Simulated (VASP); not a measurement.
A run of VASP 6.6.1:

INCAR

```
SYSTEM = Mo
PREC     = Accurate       ! precision mode
ENCUT    = 520            ! plane-wave cutoff, eV
EDIFF    = 1E-6           ! SCF threshold, eV
ISMEAR   = 0              ! smearing method
SIGMA    = 0.05           ! smearing width, eV
LREAL    = .FALSE.        ! projectors in reciprocal space
LASPH    = .TRUE.         ! aspherical terms in the spheres
NELM     = 80             ! most SCF steps
ALGO     = Normal         ! electronic algorithm
ISIF     = 2              ! what is computed and relaxed
LWAVE    = .FALSE.        ! write WAVECAR
LCHARG   = .FALSE.        ! write CHGCAR
GGA      = PE             ! functional
NBANDS   = 21             ! bands
```

The input KPOINTS:

```
regular mesh
0
G
  9 9 5
  0 0 0
```

Contents of POSCAR:

```
Mo
1.0
    2.7597042129      0.0000000000      0.0000000000
   -1.3798521065      2.3899739553      0.0000000000
    0.0000000000      0.0000000000      4.8678365024
Mo
2
Direct
    0.3333333333      0.6666666667      0.2500000000
    0.6666666667      0.3333333333      0.7500000000
```

Potentials or basis: VASP PAW PBE potentials, release 64 (Mo_sv).

Command:

```bash
$ cat potpaw_PBE.64/Mo_sv/POTCAR > POTCAR
$ mpirun -np 1 vasp_std > vasp.out
```

Hardware: 1 thread of Intel Xeon 8259CL, with other jobs on the host.

Estimate the wall time of this run.

Run time: 24 s on 1 thread of Intel Xeon 8259CL (shared host), peak memory 0.16 GiB. Counts: scf iterations 11, k points 36.
